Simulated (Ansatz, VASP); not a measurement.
Al3GaN4: VASP beside Ansatz

```xyz
8
Lattice="4.7468 0.0000 0.0000 0.0000 4.7468 0.0000 0.0000 0.0000 4.2042" Properties=species:S:1:pos:R:3 pbc="T T T"
Al    2.3734    2.3734    0.0000
Al    2.3734    0.0000    2.1021
Al    0.0000    2.3734    2.1021
Ga    0.0000    0.0000    0.0000
N     3.5350    3.5350    1.0733
N     3.5350    1.2118    3.1309
N     1.2118    3.5350    3.1309
N     1.2118    1.2118    1.0733
```

Alike in both runs: task single point; functional PBEsol; k mesh 6 × 6 × 6; occupations gaussian, width 0.05 eV; no spin polarisation.

|  | VASP | Ansatz |
| --- | --- | --- |
| version | VASP 6.6.1 | Ansatz 0.2.0 |
| potentials or method | VASP PAW PBE potentials, release 64 (Al, Ga_d, N), cutoff 520 eV | scalar-relativistic, plane waves, PAW |
| valence electrons in the cell | 42 | 42 |

```tsv
	VASP	Ansatz	Ansatz less VASP
gap on the k mesh at the Fermi level (eV)	2.30	2.29	-0.010
least direct gap on the mesh (eV)	2.30	2.29	-0.010
pressure (GPa)	-17.3	-17.2	+0.08
traceless stress, the component that is largest in VASP (GPa)	8.22	8.20	-0.021
rms of the force components (eV/Å)	0.042	0.042	+0.0001
```

VASP's potentials were made for PBE, not for PBEsol. Atom by atom the forces differ by 0.002 eV/Å (rms over components).
